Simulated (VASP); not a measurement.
Ir: single point with PBE

Ir:

```xyz
1
Lattice="0.0000 1.9156 1.9156 1.9156 0.0000 1.9156 1.9156 1.9156 0.0000" Properties=species:S:1:pos:R:3 pbc="T T T"
Ir    0.0000    0.0000    0.0000
```

```
Program             : VASP 6.6.1
Task                : single point
Functional          : PBE
Potentials or basis : VASP PAW PBE potentials, release 64 (Ir)
Cutoff              : 520 eV
k mesh              : 12 × 12 × 12
Occupations         : gaussian, width 0.021 eV
Spin                : no spin polarisation
```

* Pressure: 11.8 GPa

Levels at points of the mesh, in eV from the Fermi level:
```tsv
k point	band 1	band 2	band 3	band 4	band 5	band 6	band 7	band 8
(0.00, 0.00, 0.00)	-11.22	-3.95	-3.95	-3.95	-1.24	-1.24	14.29	19.91
(0.50, 0.00, 0.00)	-8.20	-4.06	-4.06	-0.81	0.88	0.88	7.30	13.83
(0.50, 0.50, 0.00)	-8.02	-7.44	0.84	1.46	1.46	1.67	10.57	11.71
```

It took 16 s on 1 thread of AMD EPYC 7R13, on a shared host, peak memory 0.1 GiB.

Caveat: spin-orbit coupling is left out, which moves the levels of the heavy elements.
